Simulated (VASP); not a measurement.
Write the native input for VASP 6.6.1 that does the following.

* Task: single point
* Functional: PBE
* Potentials or basis: VASP PAW PBE potentials, release 64 (Li_sv)
* Cutoff: 520 eV
* k mesh: 11 × 11 × 11
* Occupations: gaussian, width 0.028 eV
* Spin: no spin polarisation
* Dipole correction: no
* Further INCAR settings: ALGO = Normal; EDIFF = 1e-06; NBANDS = 8

The structure of Li lies in POSCAR:

```
Li
1.0
   -1.7546500000      1.7546500000      1.7546500000
    1.7546500000     -1.7546500000      1.7546500000
    1.7546500000      1.7546500000     -1.7546500000
Li
1
Direct
    0.0000000000      0.0000000000      0.0000000000
```

These files were run (other wordings do the same):

INCAR

```
PREC     = Accurate       # precision mode
ENCUT    = 520            # plane-wave cutoff, eV
EDIFF    = 1E-6           # SCF threshold, eV
ISMEAR   = 0              # smearing method
SIGMA    = 0.028000000000000004 # smearing width, eV
LREAL    = F              # projectors in reciprocal space
LASPH    = T              # aspherical terms in the spheres
NELM     = 80             # most SCF steps
ALGO     = Normal         # electronic algorithm
ISIF     = 2              # what is computed and relaxed
LWAVE    = F              # write WAVECAR
LCHARG   = T              # write CHGCAR
GGA      = PE             # functional
LELF     = T              # ELF
LVHAR    = T            
NBANDS   = 8              # bands
```

KPOINTS

```
regular mesh
0
Gamma
  11 11 11
```

Potentials or basis: VASP PAW PBE potentials, release 64 (Li_sv).

Launch:

```console
$ cat potpaw_PBE.64/Li_sv/POTCAR > POTCAR
$ mpirun -np 1 vasp_std > vasp.out
```

Wall time 3.5 s on 1 thread of Intel(R) Xeon(R) Platinum 8488C (Sapphire Rapids), on a shared host, peak memory 0.13 GiB.
